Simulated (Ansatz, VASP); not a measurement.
**BeC2 in VASP and in Ansatz**

```xyz
3
Lattice="-1.8011 1.8011 2.3350 1.8011 -1.8011 2.3350 1.8011 1.8011 -2.3350" Properties=species:S:1:pos:R:3 pbc="T T T"
Be    0.0000    0.0000    0.0000
C     0.0000    0.0000    2.9605
C     0.0000    0.0000    1.7094
```

Alike in both runs: task relaxation of cell and atoms; functional PBEsol; k mesh 10 × 10 × 10; occupations gaussian, width 0.02 eV; no spin polarisation.

|  | VASP | Ansatz |
| --- | --- | --- |
| version | VASP 6.6.1 | Ansatz 0.2.0 |
| potentials or method | VASP PAW PBE potentials, release 64 (Be, C), cutoff 600 eV | scalar-relativistic, plane waves, PAW |
| valence electrons in the cell | 10 | 10 |

Ansatz gave:

```
gap on the k mesh at the Fermi level, each at its own relaxed structure (eV) : 2.14
relaxed volume (Å³/atom)                                                     : 10.14
relaxed cell length with the largest relative difference (Å)                 : 3.459
```

Task: What did VASP give for the same quantities?

Result: gap on the k mesh at the Fermi level, each at its own relaxed structure (eV): 2.09; relaxed volume (Å³/atom): 10.10; relaxed cell length with the largest relative difference (Å): 3.456.

VASP's potentials were made for PBE, not for PBEsol.
